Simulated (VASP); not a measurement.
# BiPt (P6_3/mmc) in VASP: single point with LDA

Aim: the single point of BiPt with LDA.

Everything below comes from runs of VASP 6.6.1. Logs are shortened: lines on timing, memory, paths and dates and some standing lists are left out, and cuts for length are marked.

**1. The cell of the first run**

The structure is hexagonal, space group P6_3/mmc (No. 194). The conventional cell has a = 4.400 Å, b = 4.400 Å, c = 5.598 Å, α = 90.00°, β = 90.00°, γ = 120.00°. Bi (site symmetry -6m2) has 6 Pt at 2.90 Å and 6 Bi at 3.78 Å within 3.8 Å. Within 3.7 Å of Pt (site symmetry -3m) lie 2 Pt at 2.80 Å and 6 Bi at 2.90 Å.

**2. Single point, LDA (23.46 Å³/atom)**

Contents of INCAR:

```
PREC     = Accurate       # precision mode
ENCUT    = 520            # plane-wave cutoff, eV
EDIFF    = 1E-6           # SCF threshold, eV
ISMEAR   = -1             # smearing method
SIGMA    = 0.05           # smearing width, eV
LREAL    = False          # projectors in reciprocal space
LASPH    = True           # aspherical terms in the spheres
NELM     = 100            # most SCF steps
ALGO     = Normal         # electronic algorithm
ISIF     = 2              # what is computed and relaxed
LWAVE    = False          # write WAVECAR
LCHARG   = False          # write CHGCAR
GGA      = CA             # functional
NBANDS   = 33             # bands
```

Contents of KPOINTS:

```
Automatic mesh
0
Gamma
  9 9 6
```

Contents of POSCAR:

```
BiPt
1.0
    4.3996294977      0.0000000000      0.0000000000
   -2.1998147489      3.8101909122      0.0000000000
    0.0000000000      0.0000000000      5.5976743951
Bi Pt
2 2
Direct
    0.3333333333      0.6666666667      0.2500000000
    0.6666666667      0.3333333333      0.7500000000
    0.0000000000      0.0000000000      0.0000000000
    0.0000000000      0.0000000000      0.5000000000
```

Potentials or basis: VASP PAW LDA potentials, release 64 (Bi_d, Pt).

Started as:

```console
> cat potpaw_LDA.64/Bi_d/POTCAR potpaw_LDA.64/Pt/POTCAR > POTCAR
> mpirun -np 1 vasp_std > vasp.out
```

OUTCAR:

```text
PREC = Accurate
   ENCUT = 520
   EDIFF = 1E-6
   ISMEAR = -1
   LREAL = False
   LASPH = True
   NELM = 100
   ISIF = 2
   GGA = CA

 ion  position               nearest neighbor table
   1  0.333  0.667  0.250-   3 2.90   4 2.90   3 2.90   4 2.90   3 2.90   4 2.90   2 3.78   2 3.78
                             2 3.78   2 3.78   2 3.78   2 3.78
   2  0.667  0.333  0.750-   3 2.90   4 2.90   3 2.90   4 2.90   3 2.90   4 2.90   1 3.78   1 3.78
                             1 3.78   1 3.78   1 3.78   1 3.78
   3  0.000  0.000  0.000-   4 2.80   4 2.80   1 2.90   2 2.90   1 2.90   2 2.90   2 2.90   1 2.90

   4  0.000  0.000  0.500-   3 2.80   3 2.80   1 2.90   2 2.90   1 2.90   2 2.90   2 2.90   1 2.90

  LATTYP: Found a hexagonal cell.
 ALAT       =     4.3996294977
 C/A-ratio  =     1.2723058608

  Lattice vectors:

 A1 = (   4.3996294977,   0.0000000000,   0.0000000000)
 A2 = (  -2.1998147489,   3.8101909122,   0.0000000000)
 A3 = (   0.0000000000,   0.0000000000,   5.5976743951)

Analysis of symmetry for initial positions (statically):
=====================================================================
 Subroutine PRICEL returns:
 Original cell was already a primitive cell.

 Routine SETGRP: Setting up the symmetry group for a
 hexagonal supercell.

 Subroutine GETGRP returns: Found 24 space group operations
 (whereof 12 operations were pure point group operations)
 out of a pool of 24 trial point group operations.

The static configuration has the point symmetry D_3d.
 The point group associated with its full space group is D_6h.

Analysis of symmetry for dynamics (positions and initial velocities):
=====================================================================
 Subroutine PRICEL returns:
 Original cell was already a primitive cell.

 Routine SETGRP: Setting up the symmetry group for a
 hexagonal supercell.

 Subroutine GETGRP returns: Found 24 space group operations
 (whereof 12 operations were pure point group operations)
 out of a pool of 24 trial point group operations.

The dynamic configuration has the point symmetry D_3d.
 The point group associated with its full space group is D_6h.

 Subroutine INISYM returns: Found 24 space group operations
 (whereof 12 operations are pure point group operations),
 and found     1 'primitive' translations

----------------------------------------------------------------------------------------

                                     Primitive cell

  volume of cell :      93.8362

  direct lattice vectors                    reciprocal lattice vectors
     4.399629498  0.000000000  0.000000000     0.227291866  0.131227020  0.000000000
    -2.199814749  3.810190912  0.000000000     0.000000000  0.262454041  0.000000000
     0.000000000  0.000000000  5.597674395     0.000000000  0.000000000  0.178645618

  length of vectors
     4.399629498  4.399629498  5.597674395     0.262454041  0.262454041  0.178645618

  position of ions in fractional coordinates (direct lattice)
     0.333333333  0.666666667  0.250000000
     0.666666667  0.333333333  0.750000000
     0.000000000  0.000000000  0.000000000
     0.000000000  0.000000000  0.500000000

  ion indices of the primitive-cell ions
   primitive index   ion index
                 1           1
                 2           2
                 3           3
                 4           4

----------------------------------------------------------------------------------------

 KPOINTS: Automatic mesh

Automatic generation of k-mesh.
 Grid dimensions read from file:
 generate k-points for:    9    9    6

 Generating k-lattice:

  Cartesian coordinates                     Fractional coordinates (reciprocal lattice)
     0.025254652  0.014580780  0.000000000     0.111111111  0.000000000  0.000000000
     0.000000000  0.029161560  0.000000000     0.000000000  0.111111111  0.000000000
     0.000000000  0.000000000  0.029774270     0.000000000  0.000000000  0.166666667

  Length of vectors
     0.029161560  0.029161560  0.029774270

  Shift w.r.t. Gamma in fractional coordinates (k-lattice)
     0.000000000  0.000000000  0.000000000

 Subroutine IBZKPT returns following result:
 ===========================================

 Found     48 irreducible k-points:

 Following reciprocal coordinates:
            Coordinates               Weight
  0.000000  0.000000  0.000000      1.000000
  0.111111  0.000000  0.000000      6.000000
  0.222222  0.000000  0.000000      6.000000
  0.333333  0.000000  0.000000      6.000000
  0.444444  0.000000  0.000000      6.000000
  0.111111  0.111111  0.000000      6.000000
[... 16 lines left out ...]
  0.333333  0.222222  0.166667     24.000000
  0.333333  0.333333  0.166667      4.000000
 [... further k-points ...]
   k-points           NKPTS =     48   k-points in BZ     NKDIM =     48   number of bands    NBANDS=     33
   number of dos      NEDOS =    301   number of ions     NIONS =      4
   total plane-waves  NPLWV =  54432
   dimension x,y,z NGX =    36 NGY =   36 NGZ =   42
   dimension x,y,z NGXF=    72 NGYF=   72 NGZF=   84
   ions per type =               2   2
   NGX,Y,Z   is equivalent  to a cutoff of  13.60, 13.60, 12.47 a.u.
   NGXF,Y,Z  is equivalent  to a cutoff of  27.21, 27.21, 24.95 a.u.
 SYSTEM =  unknown system
   PREC   = accura    normal or accurate (medium, high low for compatibility)
   ISTART =      0    job   : 0-new  1-cont  2-samecut
   ICHARG =      2    charge: 1-file 2-atom 10-const
   ISPIN  =      1    spin polarized calculation?
   LNONCOLLINEAR =      F non collinear calculations
   LSORBIT =      F    spin-orbit coupling
   LASPH  =      T    aspherical Exc in radial PAW
   ENCUT  =  520.0 eV  38.22 Ry    6.18 a.u.   8.18  8.18 10.41*2*pi/ulx,y,z
   NELM   =    100;   NELMIN=  2; NELMDL= -5     # of ELM steps
   EDIFF  = 0.1E-05   stopping-criterion for ELM
   LREAL  =      F    real-space projection
   EDIFFG = 0.1E-04   stopping-criterion for IOM
   NSW    =      0    number of steps for IOM
   IBRION =     -1    ionic relax: 0-MD 1-quasi-New 2-CG
   NFREE  =      0    steps in history (QN), initial steepest desc. (CG)
   ISIF   =      2    stress and relaxation
   ISYM   =      2    0-nonsym 1-usesym 2-fastsym
   POTIM  = 0.5000    time-step for ionic-motion
   TEBEG  =    0.0;   TEEND  =   0.0 temperature during run
   PSTRESS=    0.0 pullay stress
   NELECT =      50.0000    total number of electrons
   NUPDOWN=      -1.0000    fix difference up-down
   EMIN   =  10.00;   EMAX   =-10.00  energy-range for DOS
   EFERMI =   0.00;   METHOD = LEGACY
   ISMEAR =    -1;   SIGMA  =   0.05  broadening in eV -4-tet -1-fermi 0-gaus
   EFERMI_NEDOS =   21; number of points for ismear=-14 and -15
   IALGO  =     38    algorithm
   IMIX   =      4    mixing-type and parameters
     AMIX     =   0.40;   BMIX     =  1.00
     AMIX_MAG =   1.60;   BMIX_MAG =  1.00
  volume/ion in A,a.u.               =      23.46       158.31
  Fermi-wavevector in a.u.,A,eV,Ry     =   1.327215  2.508073 23.966664  1.761500
  Thomas-Fermi vector in A             =   2.456544
   LORBIT       =      0    0 simple, 1 ext, 2 COOP (PROOUT), +10 PAW based schemes
   GGA     = CA    functional components
   LHFCALC =     F    Hartree Fock is set to
   AEXX    =    0.0000 exact exchange contribution
   IVDW    =     0    specifies the selected vdW correction
   LEPSILON=     F    determine dielectric tensor
   LRPA    =     F    only Hartree local field effects (RPA)
 non-spin polarized calculation
  energy-cutoff  :      520.00
  volume of cell :       93.84
 maximum number of plane-waves:      2547
 NGX is ok and might be reduce to    36
   NGX = 17   NGY = 17   NGZ = 21

 number of electron      50.0000013 magnetization

 Free energy of the ion-electron system (eV)
  ---------------------------------------------------
  ext. energy  EPLUGINS =         0.00000000
  ---------------------------------------------------
  free energy    TOTEN  =       -25.10209563 eV

  energy without entropy =      -25.08092490  energy(sigma->0) =      -25.09151026

 E-fermi :   8.4014     XC(G=0): -11.4191

 val. band max:        8.3710611711   @ k =   0.2222   0.0000   0.1667
 cond. band min:       8.4159164594   @ k =   0.2222   0.1111   0.1667
 fundamental gap:      0.0448552883
 Fermi energy:         8.4014231124

 k-point     1 :       0.0000    0.0000    0.0000
  band No.  band energies     occupation
      1     -14.4499      2.00000
      2     -14.4499      2.00000
      3     -14.4126      2.00000
      4     -14.4117      2.00000
      5     -14.4117      2.00000
      6     -14.4043      2.00000
[... 25 lines left out ...]
     32      14.1164      0.00000
     33      16.0110      0.00000

 k-point     2 :       0.1111    0.0000    0.0000
  band No.  band energies     occupation
      1     -14.4498      2.00000
      2     -14.4472      2.00000
      3     -14.4184      2.00000
      4     -14.4099      2.00000
      5     -14.4087      2.00000
      6     -14.4034      2.00000
[... 25 lines left out ...]
     32      14.6151      0.00000
     33      14.6387      0.00000

 k-point     3 :       0.2222    0.0000    0.0000
  band No.  band energies     occupation
      1     -14.4497      2.00000
      2     -14.4418      2.00000
      3     -14.4243      2.00000
      4     -14.4123      2.00000
      5     -14.4053      2.00000
      6     -14.3988      2.00000
[... 25 lines left out ...]
     32      15.0161      0.00000
     33      15.1259      0.00000

 k-point     4 :       0.3333    0.0000    0.0000
  band No.  band energies     occupation
      1     -14.4495      2.00000
      2     -14.4406      2.00000
      3     -14.4317      2.00000
      4     -14.4097      2.00000
      5     -14.4001      2.00000
      6     -14.3944      2.00000
[... 25 lines left out ...]
     32      14.4315      0.00000
     33      15.7646      0.00000

 k-point     5 :       0.4444    0.0000    0.0000
  band No.  band energies     occupation
      1     -14.4494      2.00000
      2     -14.4434      2.00000
      3     -14.4367      2.00000
      4     -14.4058      2.00000
      5     -14.3966      2.00000
      6     -14.3914      2.00000
[... 604 lines left out ...]
 k-point    22 :       0.2222    0.2222    0.1667
  band No.  band energies     occupation
      1     -14.4551      2.00000
      2     -14.4297      2.00000
      3     -14.4236      2.00000
      4     -14.4193      2.00000
      5     -14.4022      2.00000
      6     -14.3996      2.00000
[... 25 lines left out ...]
     32      15.4124      0.00000
     33      15.4981      0.00000

 k-point    23 :       0.3333    0.2222    0.1667
  band No.  band energies     occupation
      1     -14.4593      2.00000
      2     -14.4264      2.00000
      3     -14.4240      2.00000
      4     -14.4156      2.00000
      5     -14.4053      2.00000
      6     -14.4006      2.00000
[... 25 lines left out ...]
     32      15.9639      0.00000
     33      16.9857      0.00000

 k-point    24 :       0.3333    0.3333    0.1667
  band No.  band energies     occupation
      1     -14.4621      2.00000
      2     -14.4219      2.00000
      3     -14.4219      2.00000
      4     -14.4134      2.00000
      5     -14.4071      2.00000
      6     -14.4071      2.00000
[... 25 lines left out ...]
     32      16.4465      0.00000
     33      16.6607      0.00000

 [... further k-points ...]

------------------------ aborting loop because EDIFF is reached ----------------------------------------

  FORCE on cell =-STRESS in cart. coord.  units (eV):
  Direction    XX          YY          ZZ          XY          YZ          ZX
  --------------------------------------------------------------------------------------
  -------------------------------------------------------------------------------------
  Total       -3.5075715     -3.5075715     -4.4914621      0.0000000      0.0000000      0.0000000
  in kB      -59.8889422    -59.8889422    -76.6880768      0.0000000      0.0000000      0.0000000
  external PRESSURE =     -65.4886537 kB  Pullay stress =       0.0000000 kB

 VOLUME and BASIS-vectors are now :
 -----------------------------------------------------------------------------
  energy-cutoff  :      520.00
  volume of cell :       93.84
      direct lattice vectors                 reciprocal lattice vectors
     4.399629498  0.000000000  0.000000000     0.227291866  0.131227020  0.000000000
    -2.199814749  3.810190912  0.000000000     0.000000000  0.262454041  0.000000000
     0.000000000  0.000000000  5.597674395     0.000000000  0.000000000  0.178645618

 POSITION                                       TOTAL-FORCE (eV/Angst)
 -----------------------------------------------------------------------------------
     -0.00000      2.54013      1.39942        -0.000000      0.000000      0.000000
      2.19981      1.27006      4.19826         0.000000     -0.000000      0.000000
      0.00000      0.00000      0.00000        -0.000000      0.000000      0.000000
      0.00000      0.00000      2.79884        -0.000000      0.000000      0.000000
 -----------------------------------------------------------------------------------
    total drift:                               -0.000000      0.000000      0.000000

  FREE ENERGIE OF THE ION-ELECTRON SYSTEM (eV)
  ---------------------------------------------------
  free  energy   TOTEN  =       -25.1020956334 eV

  energy  without entropy=      -25.0809248962  energy(sigma->0) =      -25.09151026
```

Wall time 2.4 min (1 thread of Intel Xeon Platinum 8488C (Sapphire Rapids), shared host); peak memory 0.26 GiB.

What came out:

| Quantity | Value |
| --- | --- |
| Free energy | -25.1021 eV |
| Pressure | -6.5 GPa |
| Band gap on the k mesh | zero (bands 25 and 26 overlap by 3.72 eV) |

Levels at points of the mesh, in eV from the Fermi level:
| k point | band 23 | band 24 | band 25 | band 26 | band 27 | band 28 |
| --- | --- | --- | --- | --- | --- | --- |
| (0.00, 0.00, 0.00) | 0.32 | 0.32 | 0.96 | 1.54 | 2.36 | 2.74 |
| (0.00, 0.00, 0.50) | -1.69 | -1.69 | 2.35 | 2.35 | 2.35 | 2.35 |

Caveat: the cell stands under tension; spin-orbit coupling is left out, which moves the levels of the heavy elements.
